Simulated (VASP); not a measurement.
# Mg3ZnTe4 (P-4m2) in VASP: single point with PBE

Aim: the single point of Mg3ZnTe4 with PBE.

All numbers are computed with VASP 6.6.1; they aren't measurements. Logs are shortened: lines on timing, memory, paths and dates and some standing lists are left out, and cuts for length are marked.

## (1) The cell of the first run

Symmetry: P-4m2, No. 115, tetragonal system. The conventional cell has a = 4.533 Å, b = 4.533 Å, c = 12.924 Å, α = 90.00°, β = 90.00°, γ = 90.00°. Mg (site symmetry 2mm) has 4 Te at 2.81 Å within 3.7 Å. Mg (site symmetry -4m2) has 4 Te at 2.81 Å within 3.7 Å. Within 3.6 Å of Zn (site symmetry -4m2) lie 4 Te at 2.71 Å. Within 3.7 Å of Te (site symmetry 2mm) lie 4 Mg at 2.81 Å. Te (site symmetry 2mm) has 2 Zn at 2.71 Å and 2 Mg at 2.81 Å within 3.6 Å.

## (2) Single point, PBE

POSCAR

```
Mg3ZnTe4
1.0
    4.5331767000      0.0000000000      0.0000000000
    0.0000000000      4.5331767000      0.0000000000
    0.0000000000      0.0000000000     12.9236883000
Mg Zn Te
3 1 4
Direct
    0.0000000000      0.0000000000      0.7566260000
    0.5000000000      0.5000000000      0.5000000000
    0.0000000000      0.0000000000      0.2433740000
    0.5000000000      0.5000000000      0.0000000000
    0.5000000000      0.0000000000      0.6283440000
    0.0000000000      0.5000000000      0.3716560000
    0.5000000000      0.0000000000      0.1148640000
    0.0000000000      0.5000000000      0.8851360000
```

INCAR.step1

```
ALGO     = Normal         # electronic algorithm
EDIFF    = 1E-6           # SCF threshold, eV
ENCUT    = 520            # plane-wave cutoff, eV
GGA      = PE             # functional
ISIF     = 2              # what is computed and relaxed
ISMEAR   = 0              # smearing method
LASPH    = True           # aspherical terms in the spheres
LCHARG   = True           # write CHGCAR
LREAL    = False          # projectors in reciprocal space
LWAVE    = False          # write WAVECAR
NBANDS   = 31             # bands
NELM     = 80             # most SCF steps
PREC     = Accurate       # precision mode
SIGMA    = 0.02           # smearing width, eV
```

KPOINTS.step1

```
k-points
0
Gamma
  6 6 2
```

INCAR.step2

```
ALGO     = Normal         # electronic algorithm
EDIFF    = 1E-6           # SCF threshold, eV
ENCUT    = 520            # plane-wave cutoff, eV
GGA      = PE             # functional
ICHARG   = 11             # starting density
ISIF     = 2              # what is computed and relaxed
ISMEAR   = -5             # smearing method
LASPH    = True           # aspherical terms in the spheres
LCHARG   = False          # write CHGCAR
LORBIT   = 10             # projections on sites
LREAL    = False          # projectors in reciprocal space
LWAVE    = False          # write WAVECAR
NBANDS   = 31             # bands
NEDOS    = 1001           # points of the DOS
NELM     = 80             # most SCF steps
PREC     = Accurate       # precision mode
SIGMA    = 0.02           # smearing width, eV
```

KPOINTS.step2

```
k-points
0
Gamma
  9 9 3
```

Potentials or basis: VASP PAW PBE potentials, release 64 (Mg, Zn, Te).

Command:

```
$ cat potpaw_PBE.64/Mg/POTCAR potpaw_PBE.64/Zn/POTCAR potpaw_PBE.64/Te/POTCAR > POTCAR
$ cp INCAR.step1 INCAR
$ cp KPOINTS.step1 KPOINTS
$ mpirun -np 1 vasp_std > vasp.out
$ cp INCAR.step2 INCAR
$ cp KPOINTS.step2 KPOINTS
$ mpirun -np 1 vasp_std > vasp.out
```

OUTCAR:

```text
EDIFF = 1E-6
   ENCUT = 520
   GGA = PE
   ICHARG = 11
   ISIF = 2
   ISMEAR = -5
   LASPH = True
   LORBIT = 10
   LREAL = False
   NELM = 80
   PREC = Accurate

 ion  position               nearest neighbor table
   1  0.000  0.000  0.757-   5 2.81   5 2.81   8 2.81   8 2.81
   2  0.500  0.500  0.500-   5 2.81   6 2.81   5 2.81   6 2.81
   3  0.000  0.000  0.243-   6 2.81   6 2.81   7 2.81   7 2.81
   4  0.500  0.500  0.000-   7 2.71   8 2.71   7 2.71   8 2.71
   5  0.500  0.000  0.628-   1 2.81   1 2.81   2 2.81   2 2.81
   6  0.000  0.500  0.372-   3 2.81   3 2.81   2 2.81   2 2.81
   7  0.500  0.000  0.115-   4 2.71   4 2.71   3 2.81   3 2.81
   8  0.000  0.500  0.885-   4 2.71   4 2.71   1 2.81   1 2.81

  LATTYP: Found a simple tetragonal cell.
 ALAT       =     4.5331767000
 C/A-ratio  =     2.8509120988

  Lattice vectors:

 A1 = (   4.5331767000,   0.0000000000,   0.0000000000)
 A2 = (   0.0000000000,   4.5331767000,   0.0000000000)
 A3 = (   0.0000000000,   0.0000000000,  12.9236883000)

Analysis of symmetry for initial positions (statically):
=====================================================================
 Subroutine PRICEL returns:
 Original cell was already a primitive cell.

 Routine SETGRP: Setting up the symmetry group for a
 simple tetragonal supercell.

 Subroutine GETGRP returns: Found  8 space group operations
 (whereof  8 operations were pure point group operations)
 out of a pool of 16 trial point group operations.

The static configuration has the point symmetry D_2d.

Analysis of symmetry for dynamics (positions and initial velocities):
=====================================================================
 Subroutine PRICEL returns:
 Original cell was already a primitive cell.

 Routine SETGRP: Setting up the symmetry group for a
 simple tetragonal supercell.

 Subroutine GETGRP returns: Found  8 space group operations
 (whereof  8 operations were pure point group operations)
 out of a pool of 16 trial point group operations.

The dynamic configuration has the point symmetry D_2d.

 Subroutine INISYM returns: Found  8 space group operations
 (whereof  8 operations are pure point group operations),
 and found     1 'primitive' translations

----------------------------------------------------------------------------------------

                                     Primitive cell

  volume of cell :     265.5778

  direct lattice vectors                    reciprocal lattice vectors
     4.533176700  0.000000000  0.000000000     0.220595857  0.000000000  0.000000000
     0.000000000  4.533176700  0.000000000     0.000000000  0.220595857  0.000000000
     0.000000000  0.000000000 12.923688300     0.000000000  0.000000000  0.077377292

  length of vectors
     4.533176700  4.533176700 12.923688300     0.220595857  0.220595857  0.077377292

  position of ions in fractional coordinates (direct lattice)
     0.000000000  0.000000000  0.756626000
     0.500000000  0.500000000  0.500000000
     0.000000000  0.000000000  0.243374000
     0.500000000  0.500000000  0.000000000
     0.500000000  0.000000000  0.628344000
     0.000000000  0.500000000  0.371656000
     0.500000000  0.000000000  0.114864000
     0.000000000  0.500000000  0.885136000

  ion indices of the primitive-cell ions
   primitive index   ion index
                 1           1
                 2           2
                 3           3
                 4           4
                 5           5
                 6           6
                 7           7
                 8           8

----------------------------------------------------------------------------------------

 KPOINTS: k-points

Automatic generation of k-mesh.
 Grid dimensions read from file:
 generate k-points for:    9    9    3

 Generating k-lattice:

  Cartesian coordinates                     Fractional coordinates (reciprocal lattice)
     0.024510651  0.000000000  0.000000000     0.111111111  0.000000000  0.000000000
     0.000000000  0.024510651  0.000000000     0.000000000  0.111111111  0.000000000
     0.000000000  0.000000000  0.025792431     0.000000000  0.000000000  0.333333333

  Length of vectors
     0.024510651  0.024510651  0.025792431

  Shift w.r.t. Gamma in fractional coordinates (k-lattice)
     0.000000000  0.000000000  0.000000000

 TETIRR: Found    352 inequivalent tetrahedra from     1458

 Subroutine IBZKPT returns following result:
 ===========================================

 Found     30 irreducible k-points:

 Following reciprocal coordinates:
            Coordinates               Weight
  0.000000  0.000000  0.000000      1.000000
  0.111111  0.000000  0.000000      4.000000
  0.222222  0.000000  0.000000      4.000000
  0.333333  0.000000  0.000000      4.000000
  0.444444  0.000000  0.000000      4.000000
  0.111111  0.111111  0.000000      4.000000
[... 16 lines left out ...]
  0.333333  0.111111  0.333333     16.000000
  0.444444  0.111111  0.333333     16.000000
 [... further k-points ...]
   k-points           NKPTS =     30   k-points in BZ     NKDIM =     30   number of bands    NBANDS=     31
   number of dos      NEDOS =   1001   number of ions     NIONS =      8
   total plane-waves  NPLWV = 124416
   dimension x,y,z NGX =    36 NGY =   36 NGZ =   96
   dimension x,y,z NGXF=    72 NGYF=   72 NGZF=  192
   ions per type =               3   1   4
   NGX,Y,Z   is equivalent  to a cutoff of  13.20, 13.20, 12.35 a.u.
   NGXF,Y,Z  is equivalent  to a cutoff of  26.40, 26.40, 24.70 a.u.
 SYSTEM =  unknown system
   PREC   = accura    normal or accurate (medium, high low for compatibility)
   ISTART =      0    job   : 0-new  1-cont  2-samecut
   ICHARG =     11    charge: 1-file 2-atom 10-const
   ISPIN  =      1    spin polarized calculation?
   LNONCOLLINEAR =      F non collinear calculations
   LSORBIT =      F    spin-orbit coupling
   LASPH  =      T    aspherical Exc in radial PAW
   ENCUT  =  520.0 eV  38.22 Ry    6.18 a.u.   8.43  8.43 24.03*2*pi/ulx,y,z
   NELM   =     80;   NELMIN=  2; NELMDL=  0     # of ELM steps
   EDIFF  = 0.1E-05   stopping-criterion for ELM
   LREAL  =      F    real-space projection
   EDIFFG = 0.1E-04   stopping-criterion for IOM
   NSW    =      0    number of steps for IOM
   IBRION =     -1    ionic relax: 0-MD 1-quasi-New 2-CG
   NFREE  =      0    steps in history (QN), initial steepest desc. (CG)
   ISIF   =      2    stress and relaxation
   ISYM   =      2    0-nonsym 1-usesym 2-fastsym
   POTIM  = 0.5000    time-step for ionic-motion
   TEBEG  =    0.0;   TEEND  =   0.0 temperature during run
   PSTRESS=    0.0 pullay stress
   NELECT =      42.0000    total number of electrons
   NUPDOWN=      -1.0000    fix difference up-down
   EMIN   =  10.00;   EMAX   =-10.00  energy-range for DOS
   EFERMI =   0.00;   METHOD = LEGACY
   ISMEAR =    -5;   SIGMA  =   0.02  broadening in eV -4-tet -1-fermi 0-gaus
   EFERMI_NEDOS =   21; number of points for ismear=-14 and -15
   IALGO  =     38    algorithm
   IMIX   =      4    mixing-type and parameters
     AMIX     =   0.40;   BMIX     =  1.00
     AMIX_MAG =   1.60;   BMIX_MAG =  1.00
  volume/ion in A,a.u.               =      33.20       224.03
  Fermi-wavevector in a.u.,A,eV,Ry     =   0.885307  1.672988 10.663823  0.783769
  Thomas-Fermi vector in A             =   2.006323
   LORBIT       =     10    0 simple, 1 ext, 2 COOP (PROOUT), +10 PAW based schemes
   GGA     = PE    functional components
   LHFCALC =     F    Hartree Fock is set to
   AEXX    =    0.0000 exact exchange contribution
   IVDW    =     0    specifies the selected vdW correction
   LEPSILON=     F    determine dielectric tensor
   LRPA    =     F    only Hartree local field effects (RPA)
 non-spin polarized calculation
 Fermi weights with tetrahedron method with Bloechl corrections
  energy-cutoff  :      520.00
  volume of cell :      265.58
 maximum number of plane-waves:      7189
 NGX is ok and might be reduce to    36

 number of electron      42.0000018 magnetization

 Free energy of the ion-electron system (eV)
  ---------------------------------------------------
  ext. energy  EPLUGINS =         0.00000000
  ---------------------------------------------------
  free energy    TOTEN  =       -24.32227559 eV

  energy without entropy =      -24.32227559  energy(sigma->0) =      -24.32227559

 E-fermi :   2.0243     XC(G=0):  -7.9962

 val. band max:        2.0116617867   @ k =   0.0000   0.0000   0.0000
 cond. band min:       3.8234836111   @ k =   0.0000   0.0000   0.0000
 fundamental gap:      1.8118218244
 Fermi energy:         2.0242993983

 k-point     1 :       0.0000    0.0000    0.0000
  band No.  band energies     occupation
      1      -8.5234      2.00000
      2      -8.0883      2.00000
      3      -8.0355      2.00000
      4      -7.6345      2.00000
      5      -4.2069      2.00000
      6      -4.2069      2.00000
[... 23 lines left out ...]
     30       7.1812      0.00000
     31       7.1833      0.00000

 k-point     2 :       0.1111    0.0000    0.0000
  band No.  band energies     occupation
      1      -8.4813      2.00000
      2      -8.0591      2.00000
      3      -8.0131      2.00000
      4      -7.6325      2.00000
      5      -4.2060      2.00000
      6      -4.2041      2.00000
[... 740 lines left out ...]
 k-point    24 :       0.4444    0.1111    0.3333
  band No.  band energies     occupation
      1      -7.9948      2.00000
      2      -7.8825      2.00000
      3      -7.7645      2.00000
      4      -7.7007      2.00000
      5      -4.1969      2.00000
      6      -4.1398      2.00000
[... 23 lines left out ...]
     30       7.7244      0.00000
     31       7.9275      0.00000

 [... further k-points ...]

------------------------ aborting loop because EDIFF is reached ----------------------------------------

  FORCE on cell =-STRESS in cart. coord.  units (eV):
  Direction    XX          YY          ZZ          XY          YZ          ZX
  --------------------------------------------------------------------------------------
  -------------------------------------------------------------------------------------
  Total       -0.0143257     -0.0143257      0.0000241      0.0000000      0.0000000      0.0000000
  in kB       -0.0864239     -0.0864239      0.0001454      0.0000000      0.0000000      0.0000000
  external PRESSURE =      -0.0575675 kB  Pullay stress =       0.0000000 kB

 VOLUME and BASIS-vectors are now :
 -----------------------------------------------------------------------------
  energy-cutoff  :      520.00
  volume of cell :      265.58
      direct lattice vectors                 reciprocal lattice vectors
     4.533176700  0.000000000  0.000000000     0.220595857  0.000000000  0.000000000
     0.000000000  4.533176700  0.000000000     0.000000000  0.220595857  0.000000000
     0.000000000  0.000000000 12.923688300     0.000000000  0.000000000  0.077377292

 POSITION                                       TOTAL-FORCE (eV/Angst)
 -----------------------------------------------------------------------------------
      0.00000      0.00000      9.77840         0.000000     -0.000000     -0.001086
      2.26659      2.26659      6.46184         0.000000     -0.000000      0.000000
      0.00000      0.00000      3.14529         0.000000     -0.000000      0.001086
      2.26659      2.26659      0.00000         0.000000      0.000000      0.000000
      2.26659      0.00000      8.12052        -0.000000     -0.000000     -0.000127
      0.00000      2.26659      4.80317         0.000000     -0.000000      0.000127
      2.26659      0.00000      1.48447         0.000000     -0.000000      0.012428
      0.00000      2.26659     11.43922        -0.000000     -0.000000     -0.012428
 -----------------------------------------------------------------------------------
    total drift:                                0.000000      0.000000     -0.000000

  FREE ENERGIE OF THE ION-ELECTRON SYSTEM (eV)
  ---------------------------------------------------
  free  energy   TOTEN  =       -24.3222755880 eV

  energy  without entropy=      -24.3222755880  energy(sigma->0) =      -24.32227559

 total charge

# of ion       s       p       d       tot
------------------------------------------
    1        0.175   0.127   0.023   0.324
    2        0.173   0.125   0.023   0.322
    3        0.175   0.127   0.023   0.324
    4        0.536   0.371   9.761  10.668
    5        1.336   2.145   0.010   3.491
    6        1.336   2.145   0.010   3.491
    7        1.342   2.093   0.016   3.451
    8        1.342   2.093   0.016   3.451
--------------------------------------------------
tot          6.415   9.226   9.881  25.521
```

Run time: 2.8 min. Hardware: 1 thread of Intel Xeon 6975P-C (Granite Rapids), shared host; peak memory 0.47 GiB.

What came out:

```
Valence electrons inside the program's atomic spheres : Mg 0.32; Zn 10.67; Te 3.49, 3.45 (each value once)
```

Caveat: spin-orbit coupling is left out, which moves the levels of the heavy elements.
